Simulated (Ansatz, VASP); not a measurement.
**Si in VASP and in Ansatz**

File INCAR:

```
SYSTEM = Si
ALGO = Normal
EDIFF = 1E-8
ENCUT = 520
GGA = PE
ISIF = 2
ISMEAR = -1
LASPH = .True.
LCHARG = .False.
LEFG = .True.
LREAL = .False.
LWAVE = .False.
NBANDS = 8
NELM = 60
PREC = Accurate
SIGMA = 0.03
```

File KPOINTS:

```
k-points
0
Gamma
  14 14 14
  0 0 0
```

POSCAR

```
Si
1.0
    2.5154030718      0.0000000000      0.0000000000
    0.0000000000      2.5154030718      0.0000000000
    0.0000000000      0.0000000000      2.5154030718
Si
1
Direct
    0.0000000000      0.0000000000      0.0000000000
```

Input for Ansatz:

```yaml
crystal:
  lattice:
    - [2.5154030718, 0.0, 0.0]
    - [0.0, 2.5154030718, 0.0]
    - [0.0, 0.0, 2.5154030718]
  atoms:
    - { symbol: Si, position: [0.0, 0.0, 0.0] }
kpoints:
  mp_grid: { grid: [14, 14, 14] }
scf:
  occupations: { method: fermi_dirac, width: 0.03 }
hamiltonian:
  xc: pbe
  pseudopotentials: { kind: paw }
output:
  forces: true
  stress: true
  eigenvalues: true
  efg: { contact_densities: true }
```

Change from the starting cell: volume scaled by 0.98, PAW files.

Alike in both runs: task electric field gradients; functional PBE; k mesh 14 × 14 × 14; occupations fermi-dirac, width 0.03 eV; no spin polarisation.

|  | VASP | Ansatz |
| --- | --- | --- |
| version | VASP 6.6.1 | Ansatz 0.2.0 |
| potentials or method | VASP PAW PBE potentials, release 64 (Si) | PAW with Ansatz's default frozen-core files, scalar-relativistic |
| plane-wave cutoff (eV) | 520 | 420 |
| valence electrons in the cell | 4 | 4 |

Ansatz gave:

| Property | Result |
| --- | --- |
| pressure (GPa) | 2.2 |

Estimate VASP's values.

pressure (GPa): 2.1.
